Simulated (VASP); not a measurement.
# AlC3 (Pm-3m) in VASP: notebook

AlC3 is run at these levels: PBE; tasks: single point, relaxation of cell and atoms.

Everything below comes from runs of VASP 6.6.1. Logs are shortened: lines on timing, memory, paths and dates and some standing lists are left out, and cuts for length are marked.

## (1) The cell of the first run

The structure is cubic, space group Pm-3m (No. 221). Conventional cell: a = 3.207 Å, b = 3.207 Å, c = 3.207 Å, α = 90.00°, β = 90.00°, γ = 90.00°. Al (site symmetry m-3m) has 12 C at 2.27 Å within 3.0 Å. C (site symmetry 4/mmm) has 4 Al at 2.27 Å and 8 C at 2.27 Å within 3.0 Å.

## (2) Single point, PBE

INCAR reads:

```
PREC = Accurate
ENCUT = 600
EDIFF = 1E-6
ISMEAR = -1
SIGMA = 0.05
LREAL = False
LASPH = True
NELM = 120
ALGO = Normal
ISIF = 2
LWAVE = False
LCHARG = False
GGA = PE
NBANDS = 16
GGA_COMPAT = False
```

KPOINTS reads:

```
Automatic mesh
0
Gamma
  7 7 7
```

POSCAR reads:

```
AlC3
1.0
    3.2065860871      0.0000000000      0.0000000000
    0.0000000000      3.2065860871      0.0000000000
    0.0000000000      0.0000000000      3.2065860871
Al C
1 3
Direct
    0.0000000000      0.0000000000      0.0000000000
    0.0000000000      0.5000000000      0.5000000000
    0.5000000000      0.0000000000      0.5000000000
    0.5000000000      0.5000000000      0.0000000000
```

Potentials or basis: VASP PAW PBE potentials, release 64 (Al, C).

Command:

```
$ cat potpaw_PBE.64/Al/POTCAR potpaw_PBE.64/C/POTCAR > POTCAR
$ mpirun -np 1 vasp_std > vasp.out
```

OUTCAR:

```text
PREC = Accurate
   ENCUT = 600
   EDIFF = 1E-6
   ISMEAR = -1
   LREAL = False
   LASPH = True
   NELM = 120
   ISIF = 2
   GGA = PE

 ion  position               nearest neighbor table
   1  0.000  0.000  0.000-   2 2.27   3 2.27   4 2.27   2 2.27   3 2.27   2 2.27   4 2.27   2 2.27
                             3 2.27   4 2.27   3 2.27   4 2.27
   2  0.000  0.500  0.500-   1 2.27   1 2.27   1 2.27   1 2.27
   3  0.500  0.000  0.500-   1 2.27   1 2.27   1 2.27   1 2.27
   4  0.500  0.500  0.000-   1 2.27   1 2.27   1 2.27   1 2.27

  LATTYP: Found a simple cubic cell.
 ALAT       =     3.2065860871

  Lattice vectors:

 A1 = (   3.2065860871,   0.0000000000,   0.0000000000)
 A2 = (   0.0000000000,   3.2065860871,   0.0000000000)
 A3 = (   0.0000000000,   0.0000000000,   3.2065860871)

Analysis of symmetry for initial positions (statically):
=====================================================================
 Subroutine PRICEL returns:
 Original cell was already a primitive cell.

 Routine SETGRP: Setting up the symmetry group for a
 simple cubic supercell.

 Subroutine GETGRP returns: Found 48 space group operations
 (whereof 48 operations were pure point group operations)
 out of a pool of 48 trial point group operations.

The static configuration has the point symmetry O_h .

Analysis of symmetry for dynamics (positions and initial velocities):
=====================================================================
 Subroutine PRICEL returns:
 Original cell was already a primitive cell.

 Routine SETGRP: Setting up the symmetry group for a
 simple cubic supercell.

 Subroutine GETGRP returns: Found 48 space group operations
 (whereof 48 operations were pure point group operations)
 out of a pool of 48 trial point group operations.

The dynamic configuration has the point symmetry O_h .

 Subroutine INISYM returns: Found 48 space group operations
 (whereof 48 operations are pure point group operations),
 and found     1 'primitive' translations

----------------------------------------------------------------------------------------

                                     Primitive cell

  volume of cell :      32.9707

  direct lattice vectors                    reciprocal lattice vectors
     3.206586087  0.000000000  0.000000000     0.311858148  0.000000000  0.000000000
     0.000000000  3.206586087  0.000000000     0.000000000  0.311858148  0.000000000
     0.000000000  0.000000000  3.206586087     0.000000000  0.000000000  0.311858148

  length of vectors
     3.206586087  3.206586087  3.206586087     0.311858148  0.311858148  0.311858148

  position of ions in fractional coordinates (direct lattice)
     0.000000000  0.000000000  0.000000000
     0.000000000  0.500000000  0.500000000
     0.500000000  0.000000000  0.500000000
     0.500000000  0.500000000  0.000000000

  ion indices of the primitive-cell ions
   primitive index   ion index
                 1           1
                 2           2
                 3           3
                 4           4

----------------------------------------------------------------------------------------

 KPOINTS: Automatic mesh

Automatic generation of k-mesh.
 Grid dimensions read from file:
 generate k-points for:    7    7    7

 Generating k-lattice:

  Cartesian coordinates                     Fractional coordinates (reciprocal lattice)
     0.044551164  0.000000000  0.000000000     0.142857143  0.000000000  0.000000000
     0.000000000  0.044551164  0.000000000     0.000000000  0.142857143  0.000000000
     0.000000000  0.000000000  0.044551164     0.000000000  0.000000000  0.142857143

  Length of vectors
     0.044551164  0.044551164  0.044551164

  Shift w.r.t. Gamma in fractional coordinates (k-lattice)
     0.000000000  0.000000000  0.000000000

 Subroutine IBZKPT returns following result:
 ===========================================

 Found     20 irreducible k-points:

 Following reciprocal coordinates:
            Coordinates               Weight
  0.000000  0.000000  0.000000      1.000000
  0.142857  0.000000  0.000000      6.000000
  0.285714  0.000000  0.000000      6.000000
  0.428571  0.000000  0.000000      6.000000
  0.142857  0.142857  0.000000     12.000000
  0.285714  0.142857  0.000000     24.000000
[... 12 lines left out ...]
  0.428571  0.428571  0.285714     24.000000
  0.428571  0.428571  0.428571      8.000000
   k-points           NKPTS =     20   k-points in BZ     NKDIM =     20   number of bands    NBANDS=     16
   number of dos      NEDOS =    301   number of ions     NIONS =      4
   total plane-waves  NPLWV =  21952
   dimension x,y,z NGX =    28 NGY =   28 NGZ =   28
   dimension x,y,z NGXF=    56 NGYF=   56 NGZF=   56
   ions per type =               1   3
   NGX,Y,Z   is equivalent  to a cutoff of  14.52, 14.52, 14.52 a.u.
   NGXF,Y,Z  is equivalent  to a cutoff of  29.03, 29.03, 29.03 a.u.
 SYSTEM =  unknown system
   PREC   = accura    normal or accurate (medium, high low for compatibility)
   ISTART =      0    job   : 0-new  1-cont  2-samecut
   ICHARG =      2    charge: 1-file 2-atom 10-const
   ISPIN  =      1    spin polarized calculation?
   LNONCOLLINEAR =      F non collinear calculations
   LSORBIT =      F    spin-orbit coupling
   LASPH  =      T    aspherical Exc in radial PAW
   ENCUT  =  600.0 eV  44.10 Ry    6.64 a.u.   6.40  6.40  6.40*2*pi/ulx,y,z
   NELM   =    120;   NELMIN=  2; NELMDL= -5     # of ELM steps
   EDIFF  = 0.1E-05   stopping-criterion for ELM
   LREAL  =      F    real-space projection
   EDIFFG = 0.1E-04   stopping-criterion for IOM
   NSW    =      0    number of steps for IOM
   IBRION =     -1    ionic relax: 0-MD 1-quasi-New 2-CG
   NFREE  =      0    steps in history (QN), initial steepest desc. (CG)
   ISIF   =      2    stress and relaxation
   ISYM   =      2    0-nonsym 1-usesym 2-fastsym
   POTIM  = 0.5000    time-step for ionic-motion
   TEBEG  =    0.0;   TEEND  =   0.0 temperature during run
   PSTRESS=    0.0 pullay stress
   NELECT =      15.0000    total number of electrons
   NUPDOWN=      -1.0000    fix difference up-down
   EMIN   =  10.00;   EMAX   =-10.00  energy-range for DOS
   EFERMI =   0.00;   METHOD = LEGACY
   ISMEAR =    -1;   SIGMA  =   0.05  broadening in eV -4-tet -1-fermi 0-gaus
   EFERMI_NEDOS =   21; number of points for ismear=-14 and -15
   IALGO  =     38    algorithm
   IMIX   =      4    mixing-type and parameters
     AMIX     =   0.40;   BMIX     =  1.00
     AMIX_MAG =   1.60;   BMIX_MAG =  1.00
  volume/ion in A,a.u.               =       8.24        55.62
  Fermi-wavevector in a.u.,A,eV,Ry     =   1.259106  2.379366 21.569973  1.585348
  Thomas-Fermi vector in A             =   2.392682
   LORBIT       =      0    0 simple, 1 ext, 2 COOP (PROOUT), +10 PAW based schemes
   GGA     = PE    functional components
   LHFCALC =     F    Hartree Fock is set to
   AEXX    =    0.0000 exact exchange contribution
   IVDW    =     0    specifies the selected vdW correction
   LEPSILON=     F    determine dielectric tensor
   LRPA    =     F    only Hartree local field effects (RPA)
 non-spin polarized calculation
  energy-cutoff  :      600.00
  volume of cell :       32.97
 maximum number of plane-waves:      1141
 NGX is ok and might be reduce to    28
   NGX = 13   NGY = 13   NGZ = 13

 number of electron      15.0000000 magnetization

 Free energy of the ion-electron system (eV)
  ---------------------------------------------------
  ext. energy  EPLUGINS =         0.00000000
  ---------------------------------------------------
  free energy    TOTEN  =       -20.63680510 eV

  energy without entropy =      -20.62811068  energy(sigma->0) =      -20.63245789

 E-fermi :   9.0877     XC(G=0): -12.2721

 val. band max:        9.0839742630   @ k =   0.4286   0.4286   0.0000
 cond. band min:       9.2252600399   @ k =   0.4286   0.2857   0.1429
 fundamental gap:      0.1412857769
 Fermi energy:         9.0877248084

 k-point     1 :       0.0000    0.0000    0.0000
  band No.  band energies     occupation
      1      -8.2535      2.00000
      2       2.6185      2.00000
      3       2.6185      2.00000
      4       3.2807      2.00000
      5       3.2807      2.00000
      6       3.2808      2.00000
[... 8 lines left out ...]
     15      19.8826      0.00000
     16      21.6868      0.00000

 k-point     2 :       0.1429    0.0000    0.0000
  band No.  band energies     occupation
      1      -8.0026      2.00000
      2       0.3811      2.00000
      3       2.7825      2.00000
      4       3.5114      2.00000
      5       3.5114      2.00000
      6       5.2262      2.00000
[... 8 lines left out ...]
     15      20.8128      0.00000
     16      21.6319      0.00000

 k-point     3 :       0.2857    0.0000    0.0000
  band No.  band energies     occupation
      1      -7.2597      2.00000
      2      -2.0448      2.00000
      3       3.2249      2.00000
      4       4.1797      2.00000
      5       4.1797      2.00000
      6       6.9366      2.00000
[... 8 lines left out ...]
     15      21.0534      0.00000
     16      21.0534      0.00000

 k-point     4 :       0.4286    0.0000    0.0000
  band No.  band energies     occupation
      1      -6.0975      2.00000
      2      -4.0885      2.00000
      3       3.7138      2.00000
      4       5.1255      2.00000
      5       5.1255      2.00000
      6       7.3936      2.00000
[... 8 lines left out ...]
     15      20.5106      0.00000
     16      20.5106      0.00000

 k-point     5 :       0.1429    0.1429    0.0000
  band No.  band energies     occupation
      1      -7.7526      2.00000
      2       0.2272      2.00000
      3       1.0940      2.00000
      4       3.7414      2.00000
      5       4.4372      2.00000
      6       6.3171      2.00000
[... 8 lines left out ...]
     15      20.6963      0.00000
     16      20.8337      0.00000

 k-point     6 :       0.2857    0.1429    0.0000
  band No.  band energies     occupation
      1      -7.0121      2.00000
      2      -1.8443      2.00000
      3       1.3699      2.00000
      4       4.4089      2.00000
      5       5.0049      2.00000
      6       6.7800      2.00000
[... 8 lines left out ...]
     15      19.8775      0.00000
     16      20.8566      0.00000
[... 191 lines left out ...]
 k-point    17 :       0.2857    0.2857    0.2857
  band No.  band energies     occupation
      1      -5.3119      2.00000
      2      -0.7774      2.00000
      3      -0.7774      2.00000
      4       1.4829      2.00000
      5       4.5238      2.00000
      6       4.5238      2.00000
[... 8 lines left out ...]
     15      22.7696      0.00000
     16      22.7696      0.00000

 k-point    18 :       0.4286    0.2857    0.2857
  band No.  band energies     occupation
      1      -4.1815      2.00000
      2      -2.3417      2.00000
      3       0.0599      2.00000
      4       2.0873      2.00000
      5       2.8742      2.00000
      6       3.6907      2.00000
[... 8 lines left out ...]
     15      22.0913      0.00000
     16      22.8876      0.00000

 k-point    19 :       0.4286    0.4286    0.2857
  band No.  band energies     occupation
      1      -3.0596      2.00000
      2      -1.6961      2.00000
      3      -1.0493      2.00000
      4       1.4602      2.00000
      5       2.5025      2.00000
      6       3.6286      2.00000
[... 8 lines left out ...]
     15      22.9187      0.00000
     16      23.1189      0.00000

 k-point    20 :       0.4286    0.4286    0.4286
  band No.  band energies     occupation
      1      -1.9820      2.00000
      2      -0.8228      2.00000
      3      -0.8228      2.00000
      4       1.3428      2.00000
      5       1.9061      2.00000
      6       1.9061      2.00000
[... 8 lines left out ...]
     15      24.1467      0.00000
     16      24.1467      0.00000

------------------------ aborting loop because EDIFF is reached ----------------------------------------

  FORCE on cell =-STRESS in cart. coord.  units (eV):
  Direction    XX          YY          ZZ          XY          YZ          ZX
  --------------------------------------------------------------------------------------
  -------------------------------------------------------------------------------------
  Total       -0.0218921     -0.0218921     -0.0218921      0.0000000      0.0000000     -0.0000000
  in kB       -1.0638208     -1.0638208     -1.0638208      0.0000000      0.0000000     -0.0000000
  external PRESSURE =      -1.0638208 kB  Pullay stress =       0.0000000 kB

 VOLUME and BASIS-vectors are now :
 -----------------------------------------------------------------------------
  energy-cutoff  :      600.00
  volume of cell :       32.97
      direct lattice vectors                 reciprocal lattice vectors
     3.206586087  0.000000000  0.000000000     0.311858148  0.000000000  0.000000000
     0.000000000  3.206586087  0.000000000     0.000000000  0.311858148  0.000000000
     0.000000000  0.000000000  3.206586087     0.000000000  0.000000000  0.311858148

 POSITION                                       TOTAL-FORCE (eV/Angst)
 -----------------------------------------------------------------------------------
      0.00000      0.00000      0.00000         0.000000      0.000000      0.000000
      0.00000      1.60329      1.60329         0.000000      0.000000      0.000000
      1.60329      0.00000      1.60329         0.000000      0.000000      0.000000
      1.60329      1.60329      0.00000         0.000000      0.000000      0.000000
 -----------------------------------------------------------------------------------
    total drift:                                0.000000      0.000000      0.000000

  FREE ENERGIE OF THE ION-ELECTRON SYSTEM (eV)
  ---------------------------------------------------
  free  energy   TOTEN  =       -20.6368050997 eV

  energy  without entropy=      -20.6281106840  energy(sigma->0) =      -20.63245789
```

Run time: 9.2 s. Hardware: 1 thread of Intel Xeon Platinum 8259CL at 2.50GHz (Skylake/Cascade Lake), shared host; peak memory 0.15 GiB.

What came out:

| Item | Value |
| --- | --- |
| Free energy | -20.6368 eV |
| Pressure | -0.1 GPa |
| Band gap on the k mesh | zero (an odd number of electrons rules out a gap without spin polarisation) |

Levels at points of the mesh, in eV from the Fermi level:
| k point | band 6 | band 7 | band 8 | band 9 | band 10 | band 11 |
| --- | --- | --- | --- | --- | --- | --- |
| (0.00, 0.00, 0.00) | -5.81 | 1.52 | 1.52 | 1.52 | 2.13 | 4.48 |

## (3) Single point, PBE

This run uses another cell than the first one, of 15.27 Å³/atom.

INCAR reads:

```
PREC = Accurate ; ENCUT = 600
EDIFF = 1E-6 ; ISMEAR = -1
SIGMA = 0.05 ; LREAL = F
LASPH = T ; NELM = 120
ALGO = Normal ; ISIF = 2
LWAVE = F ; LCHARG = T
GGA = PE ; LELF = T
LVHAR = T ; NBANDS = 16
GGA_COMPAT = F
```

KPOINTS reads:

```
Automatic mesh
0
Gamma
  6 6 6
```

POSCAR reads:

```
AlC3
1.0
    3.9381417238      0.0000000000      0.0000000000
    0.0000000000      3.9381417238      0.0000000000
    0.0000000000      0.0000000000      3.9381417238
Al C
1 3
Direct
    0.0000000000      0.0000000000      0.0000000000
    0.5000000000      0.0000000000      0.0000000000
    0.0000000000      0.0000000000      0.5000000000
    0.0000000000      0.5000000000      0.0000000000
```

Potentials or basis: VASP PAW PBE potentials, release 64 (Al, C).

Command:

```
$ cat potpaw_PBE.64/Al/POTCAR potpaw_PBE.64/C/POTCAR > POTCAR
$ mpirun -np 1 vasp_std > vasp.out
```

Wall time 13 s (1 thread of Intel Xeon Platinum 8259CL at 2.50GHz (Skylake/Cascade Lake), shared host); peak memory 0.18 GiB.

Results (log left out):

```yaml
Free_energy: -18.6495 eV
Pressure: -0.1 GPa
Band_gap_on_the_k_mesh: zero (an odd number of electrons rules out a gap without spin polarisation)
```

Levels at points of the mesh, in eV from the Fermi level:
| k point | band 5 | band 6 | band 7 | band 8 | band 9 | band 10 |
| --- | --- | --- | --- | --- | --- | --- |
| (0.00, 0.00, 0.00) | -3.83 | -3.83 | 1.40 | 1.40 | 1.40 | 2.02 |
| (0.50, 0.00, 0.00) | -3.19 | -1.67 | -0.06 | 0.01 | 0.01 | 0.69 |
| (0.50, 0.50, 0.00) | -2.82 | -2.46 | 0.14 | 0.14 | 0.42 | 0.42 |
| (0.50, 0.50, 0.50) | -2.58 | -2.58 | -2.58 | 0.71 | 0.71 | 3.17 |

[end of part 1 of 2]
